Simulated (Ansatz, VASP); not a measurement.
I in VASP and in Ansatz

```
CELL_PARAMETERS angstrom
3.58866 -2.14132 0.00000
3.58866 2.14132 0.00000
0.00000 0.00000 9.62721
ATOMIC_POSITIONS crystal
I 0.82543 0.17457 0.12318
I 0.67457 0.32543 0.62318
I 0.17457 0.82543 0.87682
I 0.32543 0.67457 0.37682
```

Alike in both runs: task single point; functional LDA; k mesh 9 × 9 × 4; occupations gaussian, width 0.1 eV; no spin polarisation.

```csv
,VASP,Ansatz
version,VASP 6.6.1,Ansatz 0.2.0
potentials or method,"VASP PAW LDA potentials, release 64 (I), cutoff 520 eV","plane waves (420 eV) with PAW, scalar-relativistic"
valence electrons in the cell,28,68
```

```tsv
	VASP	Ansatz	Ansatz less VASP
pressure (GPa)	0.0	0.0	0.00
traceless stress, the component that is largest in VASP (GPa)	-0.11	-0.12	-0.009
```

Ansatz warns that its potentials were made for another functional, while VASP's fit it. LDA's correlation is that of Perdew and Zunger in VASP and of Perdew and Wang (1992) in Ansatz. VASP's potentials hold 28 valence electrons a cell and Ansatz's 68, so a difference there can come from the potentials and not from the codes.

Neither program's run includes spin-orbit coupling.
